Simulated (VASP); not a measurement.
CdF2:

```
CELL_PARAMETERS angstrom
0.00000 2.63900 2.63900
2.63900 0.00000 2.63900
2.63900 2.63900 0.00000
ATOMIC_POSITIONS crystal
Cd 0.00000 0.00000 0.00000
F 0.75000 0.75000 0.75000
F 0.25000 0.25000 0.25000
```

This cell differs from its parent crystal: volume scaled by 0.94.

Base run:

- Program: VASP 6.6.1
- Functional: PBEsol
- Potentials or basis: VASP PAW PBE potentials, release 64 (Cd, F)
- Cutoff: 520 eV
- k mesh: 9 × 9 × 9
- Occupations: fermi-dirac, width 0.05 eV
- Spin: no spin polarisation

Its results: band gap on the k mesh 3.14 eV, indirect (least direct gap 3.52 eV); pressure 8.6 GPa.

Q: The run is repeated on the same cell with these changes: functional from PBEsol to LDA; potentials or basis from VASP PAW PBE potentials, release 64 (Cd, F) to VASP PAW LDA potentials, release 64 (Cd, F). What comes out?

A: Band gap on the k mesh 3.04 eV, indirect (least direct gap 3.41 eV); pressure 2.7 GPa.

Caveats: the PAW data sets were made with another functional, which shifts forces and pressure a little (some runs).

A k mesh can miss the band edges.
